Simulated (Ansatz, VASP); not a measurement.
**Zr2N in VASP and in Ansatz**

File POSCAR:

```
Zr2N
1.0
    5.4170524518      0.0000000000      0.0000000000
    0.0000000000      5.4170524518      0.0000000000
    0.0000000000      0.0000000000      3.3004444798
Zr N
4 2
Direct
    0.2965720821      0.2965720821      0.0000000000
    0.7034279179      0.7034279179      0.0000000000
    0.7965720821      0.2034279179      0.5000000000
    0.2034279179      0.7965720821      0.5000000000
    0.0000000000      0.0000000000      0.0000000000
    0.5000000000      0.5000000000      0.5000000000
```

File INCAR.step1:

```
PREC     = Accurate       # precision mode
ENCUT    = 520            # plane-wave cutoff, eV
ISMEAR   = 0              # smearing method
SIGMA    = 0.15           # smearing width, eV
LREAL    = False          # projectors in reciprocal space
LASPH    = True           # aspherical terms in the spheres
NELM     = 100            # most SCF steps
NBANDS   = 38             # bands
GGA      = PE             # functional
ALGO     = Normal         # electronic algorithm
EDIFF    = 1E-4           # SCF threshold, eV
LWAVE    = True           # write WAVECAR
LCHARG   = False          # write CHGCAR
```

Contents of INCAR.step2:

```
PREC     = Accurate       # precision mode
ENCUT    = 520            # plane-wave cutoff, eV
EDIFF    = 1E-6           # SCF threshold, eV
ISMEAR   = 0              # smearing method
SIGMA    = 0.15           # smearing width, eV
LREAL    = False          # projectors in reciprocal space
LASPH    = True           # aspherical terms in the spheres
NELM     = 100            # most SCF steps
ALGO     = Normal         # electronic algorithm
ISIF     = 2              # what is computed and relaxed
LWAVE    = False          # write WAVECAR
LCHARG   = True           # write CHGCAR
METAGGA  = R2SCAN         # meta-GGA
LMIXTAU  = True         
LELF     = True           # ELF
LVHAR    = True         
NBANDS   = 38             # bands
ISTART   = 1
```

File KPOINTS:

```
regular mesh
0
Gamma
  6 6 10
```

Input for Ansatz:

```yaml
crystal:
  lattice:
    - [5.4170524518, 0.0, 0.0]
    - [0.0, 5.4170524518, 0.0]
    - [0.0, 0.0, 3.3004444798]
  atoms:
    - { symbol: Zr, position: [0.2965720821, 0.2965720821, 0.0] }
    - { symbol: Zr, position: [0.7034279179, 0.7034279179, 0.0] }
    - { symbol: Zr, position: [0.7965720821, 0.2034279179, 0.5] }
    - { symbol: Zr, position: [0.2034279179, 0.7965720821, 0.5] }
    - { symbol: "N", position: [0.0, 0.0, 0.0] }
    - { symbol: "N", position: [0.5, 0.5, 0.5] }
basis:
  ecutwfc: 500
kpoints:
  mp_grid: { grid: [6, 6, 10] }
hamiltonian:
  xc: r2scan
scf:
  occupations: { method: gaussian, width: 0.15 }
output:
  forces: true
  stress: true
  eigenvalues: true
```

Alike in both runs: task single point; functional r2SCAN; k mesh 6 × 6 × 10; occupations gaussian, width 0.15 eV; no spin polarisation.

|  | VASP | Ansatz |
| --- | --- | --- |
| version | VASP 6.6.1 | Ansatz 0.2.0 |
| potentials or method | VASP PAW PBE potentials, release 64 (Zr_sv, N), cutoff 520 eV | scalar-relativistic, plane waves, PAW |
| valence electrons in the cell | 58 | 58 |

```csv
,VASP,Ansatz,Ansatz less VASP
gap on the k mesh at the Fermi level (eV),none,none,-
pressure (GPa),0.1,0.0,-0.14
"traceless stress, the component that is largest in VASP (GPa)",0.20,0.19,-0.016
rms of the force components (eV/Å),0.012,0.010,-0.0026
```

VASP's potentials were made for PBE, not for r2SCAN. Atom by atom the forces differ by 0.003 eV/Å (rms over components). A gap of «none» marks a metal or a gap that the smearing closes. With one functional, cell and mesh, what is left measures potentials, basis and numerics.
